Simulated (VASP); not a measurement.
A run of VASP 6.6.1 is set up as follows.

Contents of POSCAR:

```
IrS
1.0
    0.0000000000      2.4605182162      2.4605182162
    2.4605182162      0.0000000000      2.4605182162
    2.4605182162      2.4605182162      0.0000000000
Ir S
1 1
Direct
    0.5000000000      0.5000000000      0.5000000000
    0.0162567380      0.0162567380     -0.0162567380
```

The input INCAR.step1:

```
SYSTEM = IrS
PREC = Accurate ; ENCUT = 520
ISMEAR = 0 ; SIGMA = 0.05
LREAL = .FALSE. ; LASPH = .TRUE.
NELM = 60 ; NBANDS = 14
GGA = PE ; ALGO = Normal
EDIFF = 1E-4 ; LWAVE = .TRUE.
LCHARG = .FALSE.
```

Contents of INCAR.step2:

```
SYSTEM = IrS
PREC = Accurate ; ENCUT = 520
EDIFF = 1E-6 ; ISMEAR = 0
SIGMA = 0.05 ; LREAL = .FALSE.
LASPH = .TRUE. ; NELM = 60
ALGO = Normal ; ISIF = 2
LWAVE = .FALSE. ; LCHARG = .TRUE.
METAGGA = R2SCAN ; LMIXTAU = .TRUE.
LELF = .TRUE. ; LVHAR = .TRUE.
NBANDS = 14 ; ISTART = 1
```

File KPOINTS:

```
Automatic mesh
0
G
  12 12 12
  0 0 0
```

Potentials or basis: VASP PAW PBE potentials, release 64 (Ir, S).

Run with:

```console
$ cat potpaw_PBE.64/Ir/POTCAR potpaw_PBE.64/S/POTCAR > POTCAR
$ cp INCAR.step1 INCAR
$ mpirun -np 1 vasp_std > vasp.out
$ cp INCAR.step2 INCAR
$ mpirun -np 1 vasp_std > vasp.out
```

**Question.** Predict the band gap on the k mesh.

**Answer.** Zero (an odd number of electrons rules out a gap without spin polarisation).

**Question.** Estimate the largest force.

**Answer.** 0.068 eV/Å.

**Question.** Estimate the pressure.

**Answer.** 1.6 GPa.

Forces in eV/Å, atoms in the order of the input:
```
Ir   0.000  0.000 -0.068
S    0.000  0.000  0.068
```

Caveat: the cell differs from its parent crystal (atom 2 (S) moved 0.08 Å along z); the PAW data sets were made with another functional, which shifts forces and pressure a little; spin-orbit coupling is left out, which moves the levels of the heavy elements.
